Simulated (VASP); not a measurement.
Crystal: Al4As.

```
Al As
1.0
     4.08085    0.00000    0.00000
     0.00000    4.08085    0.00000
     0.00000    0.00000    5.77119
Al As
4 1
Direct
  0.50000 0.00000 0.25000
  0.00000 0.50000 0.75000
  0.50000 0.00000 0.75000
  0.00000 0.50000 0.25000
  0.00000 0.00000 0.00000
```

```yaml
Program: VASP 6.6.1
Task: relaxation of cell and atoms
Functional: PBE
Potentials_or_basis: VASP PAW PBE potentials, release 64 (Al, As)
Cutoff: 600 eV
k_mesh: 4 × 4 × 4
Occupations: gaussian, width 0.1 eV
Spin: no spin polarisation
```

At the start: pressure 8.6 GPa; volume 19.22 Å³/atom.

Question: Where does the relaxation end?

Answer: Over 15 steps the energy falls by 236.3 meV/atom and the volume is 20.49 Å³/atom (+6.6 %); space group P4/mmm (No. 123, to 0.05 Å).

Step by step:
```csv
step,energy change (eV),largest force (eV/Å),pressure (GPa),volume (Å³)
1,0.0000,2.0110,8.63,96.11
2,-0.7100,0.6763,-2.38,111.21
3,-0.7111,0.6521,-2.63,111.83
4,-0.8720,0.4564,-1.41,107.88
5,-0.9999,0.2833,0.60,102.79
6,-0.7803,1.0691,7.85,93.00
7,-1.0252,0.1703,1.38,100.91
8,-1.0282,0.0373,2.48,99.13
9,-1.1061,0.2471,2.15,99.20
10,-1.1214,0.5063,2.01,99.17
11,-1.1286,0.3814,2.12,99.20
12,-1.1800,0.0792,0.04,102.36
13,-1.1809,0.0409,-0.27,102.92
14,-1.1809,0.0459,-0.23,102.85
15,-1.1816,0.0209,-0.02,102.47
```

Final structure:
```
Al As
1.0
     3.94716    0.00000    0.00000
     0.00000    3.94716    0.00000
     0.00000    0.00000    6.57715
Al As
4 1
Direct
  0.50000 0.00000 0.29704
  0.00000 0.50000 0.70296
  0.50000 0.00000 0.70296
  0.00000 0.50000 0.29704
  0.00000 0.00000 0.00000
```

Caveat: the k points lie up to 0.40 Å⁻¹ apart in the final cell.
